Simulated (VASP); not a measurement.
Set up this calculation in VASP 6.6.1, as the native input.

* Task: single point
* Functional: PBE
* Dispersion: D3(BJ)
* Potentials or basis: VASP PAW PBE potentials, release 64 (Mo_sv, S)
* Cutoff: 520 eV
* k mesh: 12 × 12 × 4
* Occupations: gaussian, width 0.05 eV
* Spin: no spin polarisation
* Dipole correction: no
* Further INCAR settings: ALGO = Normal; EDIFF = 1e-07; NBANDS = 35

The structure of MoS2 lies in POSCAR:

```
MoS2
1.0
    3.2438000000      0.0000000000      0.0000000000
   -1.6219000000      2.8092132048      0.0000000000
    0.0000000000      0.0000000000     12.9667000000
Mo S
2 4
Direct
    0.6666666667      0.3333333333      0.2501439769
    0.3333333333      0.6666666667      0.7498560231
    0.3333333333      0.6666666667      0.3795985159
    0.6666666667      0.3333333333      0.8793132861
    0.3333333333      0.6666666667      0.1206867139
    0.6666666667      0.3333333333      0.6204014841
```

One way to write it, as run:

INCAR

```
ALGO     = Normal         # electronic algorithm
EDIFF    = 1E-7           # SCF threshold, eV
ENCUT    = 520            # plane-wave cutoff, eV
GGA      = PE             # functional
ISIF     = 2              # what is computed and relaxed
ISMEAR   = 0              # smearing method
IVDW     = 12             # dispersion correction
LASPH    = True           # aspherical terms in the spheres
LCHARG   = True           # write CHGCAR
LELF     = True           # ELF
LREAL    = False          # projectors in reciprocal space
LVHAR    = True         
LWAVE    = False          # write WAVECAR
NBANDS   = 35             # bands
NELM     = 80             # most SCF steps
PREC     = Accurate       # precision mode
SIGMA    = 0.05           # smearing width, eV
```

KPOINTS

```
k-points
0
Gamma
  12 12 4
```

Potentials or basis: VASP PAW PBE potentials, release 64 (Mo_sv, S).

Launch:

```bash
$ cat potpaw_PBE.64/Mo_sv/POTCAR potpaw_PBE.64/S/POTCAR > POTCAR
$ mpirun -np 1 vasp_std > vasp.out
```

It gave:

```json
{
 "Pressure": "-15.4 GPa",
 "Largest force": "2.122 eV/Å",
 "Band gap on the k mesh": "0.99 eV, indirect (least direct gap 1.59 eV)",
 "Dispersion energy per atom": "-0.383 eV"
}
```

Caveat: forces of over 1 eV/Å act on the atoms, so gaps and moduli don't describe the material at rest.

It took 2.6 min on 1 thread of Intel(R) Xeon(R) Platinum 8488C (Sapphire Rapids), on a shared host, peak memory 0.37 GiB.
